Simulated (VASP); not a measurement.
Set up this calculation in VASP 6.6.1, as the native input.

| Item | Value |
| --- | --- |
| Task | single point |
| Functional | PBEsol |
| Potentials or basis | VASP PAW PBE potentials, release 64 (Ti_sv, Sn_d) |
| Cutoff | 520 eV |
| k mesh | 14 × 14 × 14 |
| Occupations | fermi-dirac, width 0.15 eV |
| Spin | no spin polarisation |
| Dipole correction | no |
| Further INCAR settings | ALGO = Normal; EDIFF = 1e-06; NBANDS = 20 |

The structure of TiSn lies in POSCAR:

```
TiSn
1.0
    0.0000000000      2.7618586495      2.7618586495
    2.7618586495      0.0000000000      2.7618586495
    2.7618586495      2.7618586495      0.0000000000
Ti Sn
1 1
Direct
    0.0000000000      0.0000000000      0.0000000000
    0.5000000000      0.5000000000      0.5000000000
```

One way to write it, as run:

INCAR

```
SYSTEM = TiSn
ALGO = Normal
EDIFF = 1E-6
ENCUT = 520
GGA = PS
ISIF = 2
ISMEAR = -1
LASPH = .TRUE.
LCHARG = .FALSE.
LREAL = .FALSE.
LWAVE = .FALSE.
NBANDS = 20
NELM = 60
PREC = Accurate
SIGMA = 0.15
```

KPOINTS

```
k-points
0
G
  14 14 14
  0 0 0
```

Potentials or basis: VASP PAW PBE potentials, release 64 (Ti_sv, Sn_d).

The run is started by

```bash
$ cat potpaw_PBE.64/Ti_sv/POTCAR potpaw_PBE.64/Sn_d/POTCAR > POTCAR
$ mpirun -np 1 vasp_std > vasp.out
```

Results of the run:

```
Pressure               : 0.1 GPa
Band gap on the k mesh : zero (band 13 reaches 8.73 eV, above the bottom of band 14 at 8.35 eV)
```

Caveat: the PAW data sets were made with another functional, which shifts forces and pressure a little; spin-orbit coupling is left out, which moves the levels of the heavy elements.

Wall time 37 s on 1 thread of Intel(R) Xeon(R) 6975P-C (Granite Rapids), on a shared host, peak memory 0.23 GiB.
